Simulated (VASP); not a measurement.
# TePb (Fm-3m) in VASP: notebook, part 2 of 2

VASP 6.6.1. Earlier steps stand in the parts before.

## Step 5: Relaxation of cell and atoms, r2SCAN, target pressure 10 GPa, at which the enthalpy is minimised

Input file POSCAR:

```
TePb
1.0
    0.0000000000      3.2678424844      3.2678424844
    3.2678424844      0.0000000000      3.2678424844
    3.2678424844      3.2678424844      0.0000000000
Te Pb
1 1
Direct
    0.5000000000      0.5000000000      0.5000000000
    0.0000000000      0.0000000000      0.0000000000
```

Input file INCAR.step1:

```
SYSTEM = TePb
PREC = Accurate ; ENCUT = 600
ISMEAR = 0 ; SIGMA = 0.01
LREAL = .False. ; LASPH = .True.
NELM = 80 ; GGA = PE
ALGO = Normal ; EDIFF = 1E-4
LWAVE = .True. ; LCHARG = .False.
```

Input file INCAR.step2:

```
SYSTEM = TePb
PREC = Accurate ; ENCUT = 600
EDIFF = 1E-6 ; ISMEAR = 0
SIGMA = 0.01 ; LREAL = .False.
LASPH = .True. ; NELM = 80
ALGO = Normal ; ISIF = 3
LWAVE = .False. ; LCHARG = .False.
METAGGA = R2SCAN ; LMIXTAU = .True.
IBRION = 2 ; NSW = 100
EDIFFG = -0.002 ; PSTRESS = 100.0
ISTART = 1
```

Input file KPOINTS:

```
regular mesh
0
Gamma
  6 6 6
  0 0 0
```

Potentials or basis: VASP PAW PBE potentials, release 64 (Te, Pb_d).

Run with:

```console
$ cat potpaw_PBE.64/Te/POTCAR potpaw_PBE.64/Pb_d/POTCAR > POTCAR
$ cp INCAR.step1 INCAR
$ mpirun -np 1 vasp_std > vasp.out
$ cp INCAR.step2 INCAR
$ mpirun -np 1 vasp_std > vasp.out
```

OUTCAR:

```text
SYSTEM = TePb
   PREC = Accurate
   ENCUT = 600
   EDIFF = 1E-6
   ISMEAR = 0
   LREAL = .False.
   LASPH = .True.
   NELM = 80
   ISIF = 3
   METAGGA = R2SCAN
   IBRION = 2
   NSW = 100
   EDIFFG = -0.002
   PSTRESS = 100.0
   ISTART = 1

 ion  position               nearest neighbor table
   1  0.500  0.500  0.500-   2 3.27   2 3.27   2 3.27   2 3.27   2 3.27   2 3.27
   2  0.000  0.000  0.000-   1 3.27   1 3.27   1 3.27   1 3.27   1 3.27   1 3.27

  LATTYP: Found a face centered cubic cell.
 ALAT       =     6.5356849688

  Lattice vectors:

 A1 = (   0.0000000000,   3.2678424844,   3.2678424844)
 A2 = (   3.2678424844,   0.0000000000,   3.2678424844)
 A3 = (   3.2678424844,   3.2678424844,   0.0000000000)

Analysis of symmetry for initial positions (statically):
=====================================================================
 Subroutine PRICEL returns:
 Original cell was already a primitive cell.

 Routine SETGRP: Setting up the symmetry group for a
 face centered cubic supercell.

 Subroutine GETGRP returns: Found 48 space group operations
 (whereof 48 operations were pure point group operations)
 out of a pool of 48 trial point group operations.

The static configuration has the point symmetry O_h .

[... 119 lines left out ...]
   EFERMI_NEDOS =   21; number of points for ismear=-14 and -15
   IALGO  =     38    algorithm
   IMIX   =      4    mixing-type and parameters
     AMIX     =   0.40;   BMIX     =  1.00
     AMIX_MAG =   1.60;   BMIX_MAG =  1.00
  volume/ion in A,a.u.               =      34.90       235.49
  Fermi-wavevector in a.u.,A,eV,Ry     =   1.079312  2.039604 15.849626  1.164915
  Thomas-Fermi vector in A             =   2.215274
   LORBIT       =      0    0 simple, 1 ext, 2 COOP (PROOUT), +10 PAW based schemes
   METAGGA = R2SCAN    functional components
   LHFCALC =     F    Hartree Fock is set to
   AEXX    =    0.0000 exact exchange contribution
   IVDW    =     0    specifies the selected vdW correction
   LEPSILON=     F    determine dielectric tensor
   LRPA    =     F    only Hartree local field effects (RPA)
 conjugate gradient relaxation of ions
 non-spin polarized calculation
 Gauss-broadening in eV      SIGMA  =   0.01
  energy-cutoff  :      600.00
  volume of cell :       69.79
 maximum number of plane-waves:      2357
 NGX is ok and might be reduce to    40
   NGX = 19   NGY = 19   NGZ = 19

--------------------------------------- Ionic step        1  -------------------------------------------

 number of electron      20.0000001 magnetization

 Free energy of the ion-electron system (eV)
  ---------------------------------------------------
  ext. energy  EPLUGINS =         0.00000000
  ---------------------------------------------------
  free energy    TOTEN  =       -82.70693427 eV

  energy without entropy =      -82.70693427  energy(sigma->0) =      -82.70693427

 E-fermi :   5.1824     XC(G=0):  -9.6526

 val. band max:        5.0664247319   @ k =   0.5000   0.0000   0.0000
 cond. band min:       6.1600801665   @ k =   0.5000   0.0000   0.0000
 fundamental gap:      1.0936554346
 Fermi energy:         5.1824074772
[... 814 lines left out ...]
--------------------------------------- Ionic step        8  -------------------------------------------

 number of electron      19.9999999 magnetization

 Free energy of the ion-electron system (eV)
  ---------------------------------------------------
  ext. energy  EPLUGINS =         0.00000000
  ---------------------------------------------------
  free energy    TOTEN  =       -82.42402391 eV

  energy without entropy =      -82.42402391  energy(sigma->0) =      -82.42402391

 E-fermi :   7.4683     XC(G=0): -10.4565

 val. band max:        7.4241774381   @ k =   0.5000   0.0000   0.0000
 cond. band min:       8.0909681567   @ k =   0.5000   0.0000   0.0000
 fundamental gap:      0.6667907186
 Fermi energy:         7.4682981220
[... 303 lines left out ...]
  energy  without entropy=      -82.4240239103  energy(sigma->0) =      -82.42402391

  enthalpy is  TOTEN    =       -78.7232585009 eV   P V=        3.7007654094

 reached required accuracy - stopping structural energy minimisation
```

Wall time 31 min (1 thread of Intel Xeon 8259CL, shared host); peak memory 0.28 GiB.

Results:

```yaml
Free_energy: -82.4240 eV
Relaxed_volume: 29.65 Å³/atom
Relaxed_cell: a = 4.377 Å, b = 4.377 Å, c = 4.377 Å, α = 60.00°, β = 60.00°, γ = 60.00°
Space_group_after_relaxing_to_0.1_Å: Fm-3m (No. 225)
Energy_change_on_relaxing_the_run_minimises_the_enthalpy: +141.5 meV/atom
Ionic_steps: 8
Pressure_after_relaxing: 10.0 GPa
Band_gap_on_the_k_mesh: 0.67 eV
```

The path:
```tsv
step	energy change (eV)	largest force (eV/Å)	pressure (GPa)	volume (Å³)
1	0.0000	0.0000	0.01	69.79
2	1.3599	0.0000	29.97	50.04
3	0.2628	0.0000	9.54	59.62
4	0.2792	0.0000	9.90	59.35
5	0.2916	0.0000	10.19	59.16
6	0.2749	0.0000	9.84	59.42
7	0.2822	0.0000	9.98	59.30
8	0.2829	0.0000	10.00	59.29
```

Final structure:
```
Te Pb
1.0
     0.00000    3.09498    3.09498
     3.09498    0.00000    3.09498
     3.09498    3.09498    0.00000
Te Pb
1 1
Direct
  0.50000 0.50000 0.50000
  0.00000 0.00000 0.00000
```

Caveat: the cell is relaxed towards a set pressure, so the run minimises the enthalpy, not the energy; the volume moved by over 15 % at a fixed basis, so the end points are rough; the PAW data sets were made with another functional, which shifts forces and pressure a little; spin-orbit coupling is left out, which moves the levels of the heavy elements.

## Step 6: Summary

| cell | gap on the mesh (eV) | pressure (GPa) |
| --- | --- | --- |
| relaxed to 2 GPa | 1.00 | 2.0 |
| relaxed to 4 GPa | 0.91 | 4.0 |
| relaxed to 7 GPa | 0.79 | 7.0 |
| relaxed to 10 GPa | 0.67 | 10.0 |

Alike in all rows: task relaxation of cell and atoms; level r2SCAN; potentials or basis VASP PAW PBE potentials, release 64 (Te, Pb_d); no spin polarisation; k mesh 6 × 6 × 6; cutoff (eV) 600; smearing gaussian 0.01 eV.

Caveats: the cell is relaxed towards a set pressure, so the run minimises the enthalpy, not the energy; the PAW data sets were made with another functional, which shifts forces and pressure a little; spin-orbit coupling is left out, which moves the levels of the heavy elements; the volume moved by over 15 % at a fixed basis, so the end points are rough (at least some runs).

Absolute energies hang on the potentials; compare differences alone.
